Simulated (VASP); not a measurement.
A run of VASP 6.6.1 is set up as follows.

INCAR

```
SYSTEM = SiC
ALGO = Normal ; EDIFF = 1E-6
EDIFFG = -0.002 ; ENCUT = 600
GGA = PE ; IBRION = 2
ISIF = 3 ; ISMEAR = 0
LASPH = .TRUE. ; LCHARG = .FALSE.
LREAL = .FALSE. ; LWAVE = .FALSE.
NELM = 80 ; NSW = 80
PREC = Accurate ; SIGMA = 0.01
```

KPOINTS

```
k-points
0
G
  6 6 6
  0 0 0
```

Contents of POSCAR:

```
SiC
1.0
    4.3600000000      0.0000000000      0.0000000000
    0.0000000000      4.3600000000      0.0000000000
    0.0000000000      0.0000000000      4.3600000000
Si C
4 4
Direct
    0.0000000000      0.0000000000      0.0000000000
    0.0000000000      0.5000000000      0.5000000000
    0.5000000000      0.0000000000      0.5000000000
    0.5000000000      0.5000000000      0.0000000000
    0.2500000000      0.2500000000      0.2500000000
    0.2500000000      0.7500000000      0.7500000000
    0.7500000000      0.2500000000      0.7500000000
    0.7500000000      0.7500000000      0.2500000000
```

Potentials or basis: VASP PAW PBE potentials, release 64 (Si, C).

Command:

```sh
$ cat potpaw_PBE.64/Si/POTCAR potpaw_PBE.64/C/POTCAR > POTCAR
$ mpirun -np 1 vasp_std > vasp.out
```

Question: Estimate the space group after relaxing (to 0.1 Å).

Answer: F-43m (No. 216).

Question: Predict the relaxed cell.

Answer: a = 4.378 Å, b = 4.378 Å, c = 4.378 Å, α = 90.00°, β = 90.00°, γ = 90.00°.

Question: Predict the band gap on the k mesh.

Answer: 1.37 eV.

The path:
```
step  energy change (eV)  largest force (eV/Å)  pressure (GPa)  volume (Å³)
   1              0.0000                0.0000            2.76        82.88
   2              0.0004                0.0000           -2.70        85.04
   3             -0.0090                0.0000            0.00        83.94
```

A k mesh can miss the band edges.
